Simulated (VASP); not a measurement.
A run of VASP 6.6.1 is set up as follows.

Contents of INCAR:

```
SYSTEM = Te2Mo
PREC     = Accurate       ! precision mode
ENCUT    = 520            ! plane-wave cutoff, eV
EDIFF    = 1E-6           ! SCF threshold, eV
ISMEAR   = 0              ! smearing method
SIGMA    = 0.05           ! smearing width, eV
LREAL    = .FALSE.        ! projectors in reciprocal space
LASPH    = .TRUE.         ! aspherical terms in the spheres
NELM     = 60             ! most SCF steps
ALGO     = Normal         ! electronic algorithm
ISIF     = 2              ! what is computed and relaxed
LWAVE    = .FALSE.        ! write WAVECAR
LCHARG   = .FALSE.        ! write CHGCAR
GGA      = PS             ! functional
NBANDS   = 35             ! bands
```

File KPOINTS:

```
regular mesh
0
G
  12 12 2
  0 0 0
```

Contents of POSCAR:

```
Te2Mo
1.0
    3.4939942427      0.0000000000      0.0000000000
   -1.7469971213      3.0258877748      0.0000000000
    0.0000000000      0.0000000000     14.7089659088
Te Mo
4 2
Direct
    0.3333333333      0.6666666667      0.6211281373
    0.6666666667      0.3333333333      0.1211281373
    0.3333333333      0.6666666667      0.8788718627
    0.6666666667      0.3333333333      0.3788718627
    0.3333333333      0.6666666667      0.2500000000
    0.6666666667      0.3333333333      0.7500000000
```

Potentials or basis: VASP PAW PBE potentials, release 64 (Te, Mo_sv).

Command:

```sh
$ cat potpaw_PBE.64/Te/POTCAR potpaw_PBE.64/Mo_sv/POTCAR > POTCAR
$ mpirun -np 1 vasp_std > vasp.out
```

(1) Estimate the band gap on the k mesh.

(2) What does it give for the largest force?

(3) Estimate the pressure.

Answers

(1) 0.65 eV, indirect (least direct gap 1.02 eV).

(2) 1.045 eV/Å.

(3) -5.2 GPa.

Caveat: the cell differs from its parent crystal (strain +0.000 along x and y, +0.050 along z); the PAW data sets were made with another functional, which shifts forces and pressure a little; spin-orbit coupling is left out, which moves the levels of the heavy elements; this functional lacks dispersion, which binds the layers, so the pressure and a relaxed spacing across them are unreliable.
